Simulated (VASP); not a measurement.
Crystal: Hf.

```xyz
2
Lattice="0.0000 3.1146 3.1146 3.1146 0.0000 3.1146 3.1146 3.1146 0.0000" Properties=species:S:1:pos:R:3 pbc="T T T"
Hf    0.7786    0.7786    0.7786
Hf    5.4505    5.4505    5.4505
```

```yaml
Program: VASP 6.6.1
Task: relaxation of cell and atoms
Functional: revPBE
Potentials_or_basis: VASP PAW PBE potentials, release 64 (Hf_pv)
Cutoff: 600 eV
k_mesh: 9 × 9 × 9
Occupations: fermi-dirac, width 0.1 eV
Spin: no spin polarisation
```

At the start: pressure 5.9 GPa; volume 30.21 Å³/atom.

Question: How do energy, volume and symmetry change on relaxing?

Answer: Over 4 steps the energy falls by 100.1 meV/atom and the volume is 36.11 Å³/atom (+19.5 %); space group Fd-3m (No. 227, to 0.05 Å).

The path:
| step | energy change (eV) | largest force (eV/Å) | pressure (GPa) | volume (Å³) |
| --- | --- | --- | --- | --- |
| 1 | 0.0000 | 0.0000 | 5.94 | 60.43 |
| 2 | -0.1976 | 0.0000 | 0.60 | 70.77 |
| 3 | -0.2002 | 0.0000 | -0.10 | 72.47 |
| 4 | -0.2003 | 0.0000 | 0.01 | 72.22 |

Final structure:
```cif
data_structure
_symmetry_space_group_name_H-M 'P 1'
_symmetry_Int_Tables_number 1
_cell_length_a 4.6743
_cell_length_b 4.6743
_cell_length_c 4.6743
_cell_angle_alpha 60.000
_cell_angle_beta 60.000
_cell_angle_gamma 60.000
_cell_volume 72.22
loop_
_atom_site_label
_atom_site_type_symbol
_atom_site_fract_x
_atom_site_fract_y
_atom_site_fract_z
_atom_site_occupancy
Hf1 Hf 0.12500 0.12500 0.12500 1
Hf2 Hf 0.87500 0.87500 0.87500 1
```

Caveat: the volume moved by over 15 % at a fixed basis, so the end points are rough; the PAW data sets were made with another functional, which shifts forces and pressure a little.
